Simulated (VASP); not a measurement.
Mg: relaxation of shape and atoms at fixed volume with PBE

Crystal: Mg.

```xyz
1
Lattice="2.4520 0.0000 0.0000 -1.2260 2.1235 0.0000 0.0000 0.0000 2.4666" Properties=species:S:1:pos:R:3 pbc="T T T"
Mg    0.0000    0.0000    0.0000
```

```
Program                : VASP 6.6.1
Task                   : relaxation of shape and atoms at fixed volume
Functional             : PBE
Potentials or basis    : VASP PAW PBE potentials, release 64 (Mg)
Cutoff                 : 600 eV
k mesh                 : 14 × 14 × 13
Occupations            : fermi-dirac, width 0.1 eV
Spin                   : no spin polarisation
Dipole correction      : no
Further INCAR settings : ALGO = Normal; EDIFF = 1e-06; IBRION = 2; EDIFFG = -0.005; NSW = 50; ISIF = 4
```

The energy gained by relaxing is 74.2 meV/atom and the ionic steps are 4. The pressure after relaxing is 68.4 GPa and the band gap on the k mesh is zero (band 1 reaches 10.20 eV, above the bottom of band 2 at 4.66 eV).

Step by step:
| step | energy change (eV) | largest force (eV/Å) | pressure (GPa) | volume (Å³) |
| --- | --- | --- | --- | --- |
| 1 | 0.0000 | 0.0000 | 71.43 | 12.84 |
| 2 | -0.0202 | 0.0000 | 67.71 | 12.84 |
| 3 | -0.0742 | 0.0000 | 68.44 | 12.84 |
| 4 | -0.0742 | 0.0000 | 68.40 | 12.84 |

Final structure:
```xyz
1
Lattice="2.5170 0.0000 0.0000 -1.2585 2.1798 0.0000 0.0000 0.0000 2.3408" Properties=species:S:1:pos:R:3 pbc="T T T"
Mg    0.0000    0.0000    0.0000
```

Levels at points of the mesh, in eV from the Fermi level:
```
           k point  band 1  band 2  band 3  band 4  band 5
(0.00, 0.00, 0.00)   -9.86   11.54   16.12   16.12   16.42
(0.50, 0.00, 0.00)   -3.01   -1.51   10.72   12.70   19.77
```

Wall time 16 s on 1 thread of Intel(R) Xeon(R) Platinum 8259CL CPU @ 2.50GHz (Skylake/Cascade Lake) (shared host), peak memory 0.13 GiB.
